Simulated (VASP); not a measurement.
# TiSe2 (P-3m1) in VASP: further runs

Aim: see how the results for TiSe2 move with the level of theory and the settings. Levels: r2SCAN+rVV10, PBE+D4, PBE+D3(BJ). Tasks: single point, relaxation of cell and atoms.

The COD entry that gives the cell may itself be a prediction, so a difference from it is no test against experiment.

All numbers are computed with VASP 6.6.1; they aren't measurements. Logs are shortened: lines on timing, memory, paths and dates and some standing lists are left out, and cuts for length are marked.

## 1. The cell of the first run

The structure is trigonal, space group P-3m1 (No. 164). Conventional cell: a = 3.542 Å, b = 3.542 Å, c = 6.092 Å, α = 90.00°, β = 90.00°, γ = 120.00°. Within 3.4 Å of Ti (site symmetry -3m) lie 6 Se at 2.55 Å. Se (site symmetry 3m) has 3 Ti at 2.55 Å within 3.4 Å.

## 2. Single point, r2SCAN+rVV10

Contents of POSCAR:

```
TiSe2
1.0
    3.5420252115      0.0000000000      0.0000000000
   -1.7710126058      3.0674838140      0.0000000000
    0.0000000000      0.0000000000      6.0915063938
Ti Se
1 2
Direct
    0.0000000000      0.0000000000      0.0000000000
    0.3333333333      0.6666666667      0.2498693004
    0.6666666667      0.3333333333      0.7501306996
```

Contents of INCAR.step1:

```
SYSTEM = TiSe2
PREC = Accurate ; ENCUT = 550
ISMEAR = -1 ; SIGMA = 0.02
LREAL = .FALSE. ; LASPH = .TRUE.
NELM = 120 ; NBANDS = 19
GGA = PE ; ALGO = Normal
EDIFF = 1E-5 ; LWAVE = .TRUE.
LCHARG = .FALSE. ; GGA_COMPAT = .FALSE.
```

Contents of INCAR.step2:

```
SYSTEM = TiSe2
PREC = Accurate ; ENCUT = 550
EDIFF = 1E-6 ; ISMEAR = -1
SIGMA = 0.02 ; LREAL = .FALSE.
LASPH = .TRUE. ; NELM = 120
ALGO = Normal ; ISIF = 2
LWAVE = .FALSE. ; LCHARG = .FALSE.
METAGGA = R2SCAN ; LMIXTAU = .TRUE.
LUSE_VDW = .TRUE. ; IVDW_NL = 2
BPARAM = 11.95 ; CPARAM = 0.0093
NBANDS = 19 ; ISTART = 1
GGA_COMPAT = .FALSE.
```

Contents of KPOINTS:

```
regular mesh
0
G
  12 12 4
  0 0 0
```

Potentials or basis: VASP PAW PBE potentials, release 64 (Ti_sv, Se).

Started as:

```sh
$ cat potpaw_PBE.64/Ti_sv/POTCAR potpaw_PBE.64/Se/POTCAR > POTCAR
$ cp INCAR.step1 INCAR
$ mpirun -np 1 vasp_std > vasp.out
$ cp INCAR.step2 INCAR
$ mpirun -np 1 vasp_std > vasp.out
```

OUTCAR:

```text
SYSTEM = TiSe2
   PREC = Accurate
   ENCUT = 550
   EDIFF = 1E-6
   ISMEAR = -1
   LREAL = .FALSE.
   LASPH = .TRUE.
   NELM = 120
   ISIF = 2
   METAGGA = R2SCAN
   IVDW_NL = 2
   BPARAM = 11.95
   ISTART = 1

 ion  position               nearest neighbor table
   1  0.000  0.000  0.000-   2 2.55   3 2.55   3 2.55   2 2.55   3 2.55   2 2.55
   2  0.333  0.667  0.250-   1 2.55   1 2.55   1 2.55
   3  0.667  0.333  0.750-   1 2.55   1 2.55   1 2.55

  LATTYP: Found a hexagonal cell.
 ALAT       =     3.5420252115
 C/A-ratio  =     1.7197806424

  Lattice vectors:

 A1 = (   3.5420252115,   0.0000000000,   0.0000000000)
 A2 = (  -1.7710126058,   3.0674838140,   0.0000000000)
 A3 = (   0.0000000000,   0.0000000000,   6.0915063938)

Analysis of symmetry for initial positions (statically):
=====================================================================
 Subroutine PRICEL returns:
 Original cell was already a primitive cell.

 Routine SETGRP: Setting up the symmetry group for a
 hexagonal supercell.

 Subroutine GETGRP returns: Found 12 space group operations
 (whereof 12 operations were pure point group operations)
 out of a pool of 24 trial point group operations.

The static configuration has the point symmetry D_3d.

Analysis of symmetry for dynamics (positions and initial velocities):
=====================================================================
 Subroutine PRICEL returns:
 Original cell was already a primitive cell.

 Routine SETGRP: Setting up the symmetry group for a
 hexagonal supercell.

 Subroutine GETGRP returns: Found 12 space group operations
 (whereof 12 operations were pure point group operations)
 out of a pool of 24 trial point group operations.

The dynamic configuration has the point symmetry D_3d.

 Subroutine INISYM returns: Found 12 space group operations
 (whereof 12 operations are pure point group operations),
 and found     1 'primitive' translations

----------------------------------------------------------------------------------------

                                     Primitive cell

  volume of cell :      66.1849

  direct lattice vectors                    reciprocal lattice vectors
     3.542025211  0.000000000  0.000000000     0.282324360  0.163000045  0.000000000
    -1.771012606  3.067483814  0.000000000     0.000000000  0.326000090  0.000000000
     0.000000000  0.000000000  6.091506394     0.000000000  0.000000000  0.164163006

  length of vectors
     3.542025211  3.542025212  6.091506394     0.326000090  0.326000090  0.164163006

  position of ions in fractional coordinates (direct lattice)
     0.000000000  0.000000000  0.000000000
     0.333333333  0.666666667  0.249869300
     0.666666667  0.333333333  0.750130700

  ion indices of the primitive-cell ions
   primitive index   ion index
                 1           1
                 2           2
                 3           3

----------------------------------------------------------------------------------------

 KPOINTS: regular mesh

Automatic generation of k-mesh.
 Grid dimensions read from file:
 generate k-points for:   12   12    4

 Generating k-lattice:

  Cartesian coordinates                     Fractional coordinates (reciprocal lattice)
     0.023527030  0.013583337  0.000000000     0.083333333  0.000000000  0.000000000
     0.000000000  0.027166674  0.000000000     0.000000000  0.083333333  0.000000000
     0.000000000  0.000000000  0.041040751     0.000000000  0.000000000  0.250000000

  Length of vectors
     0.027166674  0.027166674  0.041040751

  Shift w.r.t. Gamma in fractional coordinates (k-lattice)
     0.000000000  0.000000000  0.000000000

 Subroutine IBZKPT returns following result:
 ===========================================

 Found     69 irreducible k-points:

 Following reciprocal coordinates:
            Coordinates               Weight
  0.000000  0.000000  0.000000      1.000000
  0.083333  0.000000  0.000000      6.000000
  0.166667  0.000000  0.000000      6.000000
  0.250000  0.000000  0.000000      6.000000
  0.333333  0.000000  0.000000      6.000000
  0.416667  0.000000  0.000000      6.000000
[... 16 lines left out ...]
  0.166667  0.000000  0.250000      6.000000
  0.000000  0.166667  0.250000      6.000000
 [... further k-points ...]
   k-points           NKPTS =     69   k-points in BZ     NKDIM =     69   number of bands    NBANDS=     19
   number of dos      NEDOS =    301   number of ions     NIONS =      3
   total plane-waves  NPLWV =  37632
   dimension x,y,z NGX =    28 NGY =   28 NGZ =   48
   dimension x,y,z NGXF=    56 NGYF=   56 NGZF=   96
   ions per type =               1   2
   NGX,Y,Z   is equivalent  to a cutoff of  13.14, 13.14, 13.10 a.u.
   NGXF,Y,Z  is equivalent  to a cutoff of  26.28, 26.28, 26.20 a.u.
 SYSTEM =  TiSe2
   PREC   = accura    normal or accurate (medium, high low for compatibility)
   ISTART =      1    job   : 0-new  1-cont  2-samecut
[... 88 lines left out ...]
  band No.  band energies     occupation
      1     -55.6664      2.00000
      2     -30.8555      2.00000
      3     -30.8426      2.00000
      4     -30.8380      2.00000
      5      -9.7488      2.00000
      6      -8.5194      2.00000
[... 11 lines left out ...]
     18      11.9907      0.00000
     19      12.2712      0.00000

 k-point     4 :       0.2500    0.0000    0.0000
  band No.  band energies     occupation
      1     -55.6645      2.00000
      2     -30.8779      2.00000
      3     -30.8430      2.00000
      4     -30.8375      2.00000
      5      -9.4108      2.00000
      6      -8.4223      2.00000
[... 11 lines left out ...]
     18      11.9672      0.00000
     19      12.6322      0.00000

 k-point     5 :       0.3333    0.0000    0.0000
  band No.  band energies     occupation
      1     -55.6626      2.00000
      2     -30.9003      2.00000
      3     -30.8481      2.00000
      4     -30.8325      2.00000
      5      -9.0159      2.00000
      6      -8.3353      2.00000
[... 11 lines left out ...]
     18      11.6058      0.00000
     19      12.1238      0.00000

 k-point     6 :       0.4167    0.0000    0.0000
  band No.  band energies     occupation
      1     -55.6612      2.00000
      2     -30.9166      2.00000
      3     -30.8518      2.00000
      4     -30.8288      2.00000
      5      -8.6499      2.00000
      6      -8.3089      2.00000
[... 11 lines left out ...]
     18      11.3362      0.00000
     19      11.6754      0.00000

 k-point     7 :       0.5000    0.0000    0.0000
  band No.  band energies     occupation
      1     -55.6607      2.00000
      2     -30.9226      2.00000
      3     -30.8532      2.00000
      4     -30.8274      2.00000
      5      -8.4069      2.00000
      6      -8.3975      2.00000
[... 11 lines left out ...]
     18      11.1795      0.00000
     19      11.6355      0.00000

 k-point     8 :       0.0833    0.0833    0.0000
  band No.  band energies     occupation
      1     -55.6668      2.00000
      2     -30.8499      2.00000
      3     -30.8439      2.00000
      4     -30.8370      2.00000
      5      -9.8216      2.00000
      6      -8.5422      2.00000
[... 256 lines left out ...]
 k-point    20 :       0.0000    0.0000    0.2500
  band No.  band energies     occupation
      1     -55.6683      2.00000
      2     -30.8477      2.00000
      3     -30.8329      2.00000
      4     -30.8329      2.00000
      5      -9.9212      2.00000
      6      -8.8276      2.00000
[... 11 lines left out ...]
     18      10.8596      0.00000
     19      11.8283      0.00000

 k-point    21 :       0.0833    0.0000    0.2500
  band No.  band energies     occupation
      1     -55.6678      2.00000
      2     -30.8463      2.00000
      3     -30.8389      2.00000
      4     -30.8342      2.00000
      5      -9.8449      2.00000
      6      -8.7949      2.00000
[... 11 lines left out ...]
     18      11.3913      0.00000
     19      12.1702      0.00000

 k-point    22 :       0.0000    0.0833    0.2500
  band No.  band energies     occupation
      1     -55.6678      2.00000
      2     -30.8463      2.00000
      3     -30.8389      2.00000
      4     -30.8342      2.00000
      5      -9.8459      2.00000
      6      -8.7932      2.00000
[... 11 lines left out ...]
     18      11.3471      0.00000
     19      12.2394      0.00000

 k-point    23 :       0.1667    0.0000    0.2500
  band No.  band energies     occupation
      1     -55.6664      2.00000
      2     -30.8555      2.00000
      3     -30.8426      2.00000
      4     -30.8380      2.00000
      5      -9.6241      2.00000
      6      -8.7071      2.00000
[... 11 lines left out ...]
     18      12.3239      0.00000
     19      12.4949      0.00000

 k-point    24 :       0.0000    0.1667    0.2500
  band No.  band energies     occupation
      1     -55.6664      2.00000
      2     -30.8555      2.00000
      3     -30.8426      2.00000
      4     -30.8380      2.00000
      5      -9.6328      2.00000
      6      -8.6937      2.00000
[... 11 lines left out ...]
     18      11.9586      0.00000
     19      12.7558      0.00000

 [... further k-points ...]
[... 5 lines left out ...]
  --------------------------------------------------------------------------------------
  -------------------------------------------------------------------------------------
  Total        0.1420977      0.1420977      0.1332944     -0.0000000      0.0000000      0.0000000
  in kB        3.4398458      3.4398458      3.2267379     -0.0000000      0.0000000      0.0000000
  external PRESSURE =       3.3688099 kB  Pullay stress =       0.0000000 kB

 VOLUME and BASIS-vectors are now :
 -----------------------------------------------------------------------------
  energy-cutoff  :      550.00
  volume of cell :       66.18
      direct lattice vectors                 reciprocal lattice vectors
     3.542025211  0.000000000  0.000000000     0.282324360  0.163000045  0.000000000
    -1.771012606  3.067483814  0.000000000     0.000000000  0.326000090  0.000000000
     0.000000000  0.000000000  6.091506394     0.000000000  0.000000000  0.164163006

 POSITION                                       TOTAL-FORCE (eV/Angst)
 -----------------------------------------------------------------------------------
      0.00000      0.00000      0.00000         0.000000      0.000000      0.000000
     -0.00000      2.04499      1.52208         0.000000     -0.000000      0.032023
      1.77101      1.02249      4.56943        -0.000000      0.000000     -0.032023
 -----------------------------------------------------------------------------------
    total drift:                                0.000000      0.000000     -0.000000

  FREE ENERGIE OF THE ION-ELECTRON SYSTEM (eV)
  ---------------------------------------------------
  free  energy   TOTEN  =       -44.9306446591 eV

  energy  without entropy=      -44.9300192174  energy(sigma->0) =      -44.93033194
```

Run time: 3.8 min. Hardware: 1 thread of AMD EPYC 9R45 (Zen 5), shared host; peak memory 0.37 GiB.

Results:

* Free energy: -44.9306 eV
* Pressure: 0.3 GPa
* Largest force: 0.032 eV/Å
* Band gap on the k mesh: zero (band 12 reaches 4.82 eV, above the bottom of band 13 at 4.45 eV)

Forces in eV/Å, atoms in the order of the input:
```
Ti   0.000  0.000  0.000
Se   0.000  0.000  0.032
Se   0.000  0.000 -0.032
```

Caveat: the PAW data sets were made with another functional, which shifts forces and pressure a little.

## 3. Relaxation of cell and atoms, PBE+D4

This run uses another cell than the first one, of 20.48 Å³/atom, 0.928 times its volume.

Contents of INCAR:

```
ALGO = Normal
EDIFF = 1E-7
EDIFFG = -0.005
ENCUT = 500
GGA = PE
GGA_COMPAT = F
IBRION = 2
ISIF = 3
ISMEAR = -1
IVDW = 13
LASPH = T
LCHARG = F
LREAL = F
LWAVE = F
NELM = 120
NELMIN = 4
NSW = 80
PREC = Accurate
SIGMA = 0.02
```

Contents of KPOINTS:

```
k-points
0
Gamma
  12 12 4
```

Contents of POSCAR:

```
TiSe2
1.0
    3.4829356112      0.0000000000      0.0000000000
   -1.7414678056      3.0163107191      0.0000000000
    0.0000000000      0.0000000000      5.8480026445
Ti Se
1 2
Direct
    0.0000000000      0.0000000000      0.0000000000
    0.3333333333      0.6666666667      0.2653611655
    0.6666666667      0.3333333333      0.7346388345
```

Potentials or basis: VASP PAW PBE potentials, release 64 (Ti_sv, Se).

Started as:

```sh
$ cat potpaw_PBE.64/Ti_sv/POTCAR potpaw_PBE.64/Se/POTCAR > POTCAR
$ mpirun -np 1 vasp_std > vasp.out
```

Run time: 4.2 min. Hardware: 1 thread of AMD EPYC 9R45 (Zen 5), shared host; peak memory 0.22 GiB.

It converged, with:

| Property | Result |
| --- | --- |
| Free energy | -19.2117 eV |
| Relaxed volume | 20.99 Å³/atom |
| Relaxed cell | a = 3.505 Å, b = 3.505 Å, c = 5.919 Å, α = 90.00°, β = 90.00°, γ = 120.00° |
| Space group after relaxing (to 0.05 Å) | P-3m1 (No. 164) |
| Energy gained by relaxing | 1.6 meV/atom |
| Ionic steps | 10 |
| Pressure after relaxing | 0.0 GPa |
| Band gap on the k mesh | zero (band 12 reaches 5.63 eV, above the bottom of band 13 at 4.92 eV) |
| Dispersion energy per atom | -0.353 eV |

Forces in eV/Å, atoms in the order of the input:
```
Ti   0.000  0.000  0.000
Se   0.000  0.000  0.002
Se   0.000  0.000 -0.002
```

The path:
```
step  energy change (eV)  largest force (eV/Å)  pressure (GPa)  volume (Å³)
   1              0.0000                0.0024            1.04        61.44
   2             -0.0012                0.1883           -0.67        62.62
   3             -0.0023                0.1139            0.00        62.14
   4             -0.0032                0.0798            0.02        62.32
   5             -0.0041                0.0064            0.04        62.70
   6             -0.0045                0.0113           -0.05        62.86
   7             -0.0047                0.0176           -0.14        63.05
   8             -0.0046                0.0379            0.26        62.86
   9             -0.0048                0.0033            0.02        62.98
  10             -0.0048                0.0024            0.01        62.98
```

Final structure:
```
CELL_PARAMETERS angstrom
3.50523 0.00000 0.00000
-1.75261 3.03562 0.00000
0.00000 0.00000 5.91897
ATOMIC_POSITIONS crystal
Ti 0.00000 0.00000 0.00000
Se 0.33333 0.66667 0.26132
Se 0.66667 0.33333 0.73868
```

Levels at points of the mesh, in eV from the Fermi level:
| k point | band 9 | band 10 | band 11 | band 12 | band 13 | band 14 | band 15 | band 16 |
| --- | --- | --- | --- | --- | --- | --- | --- | --- |
| (0.00, 0.00, 0.00) | -2.27 | 0.28 | 0.49 | 0.49 | 0.55 | 0.55 | 0.60 | 3.29 |
| (0.50, 0.00, 0.00) | -2.85 | -2.82 | -2.26 | -1.40 | 0.07 | 1.42 | 1.83 | 3.20 |
| (0.00, 0.00, 0.50) | -2.20 | -2.20 | 0.27 | 0.27 | 0.47 | 0.47 | 1.25 | 3.69 |
| (0.50, 0.00, 0.50) | -2.78 | -2.52 | -1.16 | -0.91 | -0.22 | 1.42 | 1.79 | 3.06 |

Caveat: pairwise dispersion overbinds metals, which lowers pressure and volume. Zero-point motion and thermal expansion aren't in these numbers.

## 4. Relaxation of cell and atoms, PBE+D3(BJ)

This run uses another cell than the first one, of 21.67 Å³/atom, 0.982 times its volume.

Contents of INCAR:

```
PREC = Accurate ; ENCUT = 500
EDIFF = 1E-7 ; ISMEAR = -1
SIGMA = 0.02 ; LREAL = False
LASPH = True ; NELM = 120
ALGO = Normal ; ISIF = 3
LWAVE = False ; LCHARG = False
GGA = PE ; IVDW = 12
IBRION = 2 ; NSW = 80
EDIFFG = -0.005 ; GGA_COMPAT = False
NELMIN = 4
```

Contents of KPOINTS:

```
Automatic mesh
0
Gamma
  12 12 4
```

Contents of POSCAR:

```
TiSe2
1.0
    3.5360000000      0.0000000000      0.0000000000
   -1.7680000000      3.0622658278      0.0000000000
    0.0000000000      0.0000000000      6.0040000000
Ti Se
1 2
Direct
    0.0000000000      0.0000000000      0.0000000000
    0.3333333333      0.6666666667      0.2552000000
    0.6666666667      0.3333333333      0.7448000000
```

Started as:

```sh
$ cat potpaw_PBE.64/Ti_sv/POTCAR potpaw_PBE.64/Se/POTCAR > POTCAR
$ mpirun -np 1 vasp_std > vasp.out
```

Run time: 5.2 min. Hardware: 1 thread of AMD EPYC 9R45 (Zen 5), shared host; peak memory 0.23 GiB.

Results (log left out):

```yaml
Free_energy: -19.4778 eV
Relaxed_volume: 20.47 Å³/atom
Relaxed_cell: a = 3.484 Å, b = 3.484 Å, c = 5.842 Å, α = 90.00°, β = 90.00°, γ = 120.00°
Space_group_after_relaxing_to_0.05_Å: P-3m1 (No. 164)
Energy_gained_by_relaxing: 8.0 meV/atom
Ionic_steps: 12
Pressure_after_relaxing: 0.0 GPa
Largest_force_after_relaxing: 0.005 eV/Å
Band_gap_on_the_k_mesh: zero (band 12 reaches 5.93 eV, above the bottom of band 13 at 5.17 eV)
Dispersion_energy_per_atom: -0.452 eV
```

Forces on the atoms (eV/Å):
```
Ti   0.000  0.000  0.000
Se   0.000  0.000 -0.005
Se   0.000  0.000  0.005
```

The path:
| step | energy change (eV) | largest force (eV/Å) | pressure (GPa) | volume (Å³) |
| --- | --- | --- | --- | --- |
| 1 | 0.0000 | 0.0922 | -1.62 | 65.01 |
| 2 | -0.0083 | 0.3484 | 0.83 | 62.97 |
| 3 | -0.0090 | 0.2887 | 0.27 | 63.42 |
| 4 | -0.0155 | 0.1688 | 0.06 | 62.97 |
| 5 | -0.0180 | 0.0112 | -0.18 | 62.39 |
| 6 | -0.0180 | 0.0352 | -0.15 | 62.47 |
| 7 | -0.0206 | 0.0383 | -0.01 | 62.12 |
| 8 | -0.0233 | 0.0421 | 0.33 | 61.39 |
| 9 | -0.0234 | 0.0421 | 0.42 | 61.21 |
| 10 | -0.0219 | 0.1340 | -0.82 | 61.72 |
| 11 | -0.0238 | 0.0122 | 0.04 | 61.36 |
| 12 | -0.0239 | 0.0046 | 0.03 | 61.41 |

Final structure:
```
Ti Se
1.0
     3.48386    0.00000    0.00000
    -1.74193    3.01711    0.00000
     0.00000    0.00000    5.84240
Ti Se
1 2
Direct
  0.00000 0.00000 0.00000
  0.33333 0.66667 0.26577
  0.66667 0.33333 0.73423
```

Levels at points of the mesh, in eV from the Fermi level:
```csv
k point,band 10,band 11,band 12,band 13,band 14,band 15
"(0.00, 0.00, 0.00)",0.39,0.51,0.51,0.58,0.60,0.60
"(0.50, 0.00, 0.00)",-2.88,-2.25,-1.45,0.04,1.46,1.89
"(0.00, 0.00, 0.50)",-2.18,0.26,0.26,0.49,0.49,1.28
"(0.50, 0.00, 0.50)",-2.56,-1.12,-0.86,-0.26,1.46,1.85
```

## 5. Summary

```tsv
task	level	cell	cutoff (eV)	gap on the mesh (eV)	pressure (GPa)	relaxed volume (Å³/atom)
single point	r2SCAN+rVV10	a = 3.542, b = 3.542, c = 6.092 Å, angles 90.0, 90.0, 120.0°, 3 atoms	550	none	0.3	-
relaxation of cell and atoms	PBE+D4	relaxed from a = 3.483, b = 3.483, c = 5.848 Å, angles 90.0, 90.0, 120.0°, 3 atoms	500	none	0.0	20.99
relaxation of cell and atoms	PBE+D3(BJ)	relaxed from a = 3.536, b = 3.536, c = 6.004 Å, angles 90.0, 90.0, 120.0°, 3 atoms	500	none	0.0	20.47
```

Alike in all rows: potentials or basis VASP PAW PBE potentials, release 64 (Ti_sv, Se); no spin polarisation; k mesh 12 × 12 × 4; smearing fermi-dirac 0.02 eV.

Caveats: the PAW data sets were made with another functional, which shifts forces and pressure a little (some runs); pairwise dispersion overbinds metals, which lowers pressure and volume (some runs).

Total energies depend on the potentials used, so only differences within one code and one set of settings carry meaning.
